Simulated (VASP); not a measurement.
The system is Al4Cl.

```
Al Cl
1.0
     4.48415    0.00000    0.00000
     0.00000    4.48415    0.00000
     0.00000    0.00000    4.48415
Al Cl
4 1
Direct
  0.26849 0.26849 0.26849
  0.73151 0.73151 0.26849
  0.73151 0.26849 0.73151
  0.26849 0.73151 0.73151
  0.00000 0.00000 0.00000
```

The cell was generated, and may not be a known phase.

* Program: VASP 6.6.1
* Task: relaxation of cell and atoms
* Functional: PBE
* Potentials or basis: VASP PAW PBE potentials, release 64 (Al, Cl)
* Cutoff: 600 eV
* k mesh: 4 × 4 × 4
* Occupations: gaussian, width 0.1 eV
* Spin: no spin polarisation

At the start: pressure 13.2 GPa; volume 18.03 Å³/atom.

Q: How do energy, volume and symmetry change on relaxing?

A: Over 9 steps the energy falls by 431.0 meV/atom and the volume is 21.61 Å³/atom (+19.8 %); space group P-43m (No. 215, to 0.1 Å) before and after.

Step by step:
| step | energy change (eV) | largest force (eV/Å) | pressure (GPa) | volume (Å³) |
| --- | --- | --- | --- | --- |
| 1 | 0.0000 | 3.6997 | 13.23 | 90.17 |
| 2 | -1.9420 | 1.0193 | -1.86 | 111.02 |
| 3 | -1.9853 | 0.8310 | -2.46 | 113.69 |
| 4 | -1.9940 | 0.4536 | -3.28 | 119.16 |
| 5 | -2.0022 | 0.6213 | -2.95 | 116.50 |
| 6 | -2.1441 | 0.0954 | -1.12 | 110.43 |
| 7 | -2.1521 | 0.0901 | -0.38 | 108.76 |
| 8 | -2.1521 | 0.0719 | -0.44 | 108.91 |
| 9 | -2.1551 | 0.0374 | -0.28 | 108.06 |

Final structure:
```xyz
5
Lattice="4.7631 0.0000 0.0000 0.0000 4.7631 0.0000 0.0000 0.0000 4.7631" Properties=species:S:1:pos:R:3 pbc="T T T"
Al    1.4395    1.4395    1.4395
Al    3.3236    3.3236    1.4395
Al    3.3236    1.4395    3.3236
Al    1.4395    3.3236    3.3236
Cl    0.0000    4.7631    0.0000
```

Caveat: the volume moved by over 15 % at a fixed basis, so the end points are rough; an odd number of electrons without spin polarisation forces a metal; a magnetic or distorted state may lie lower.
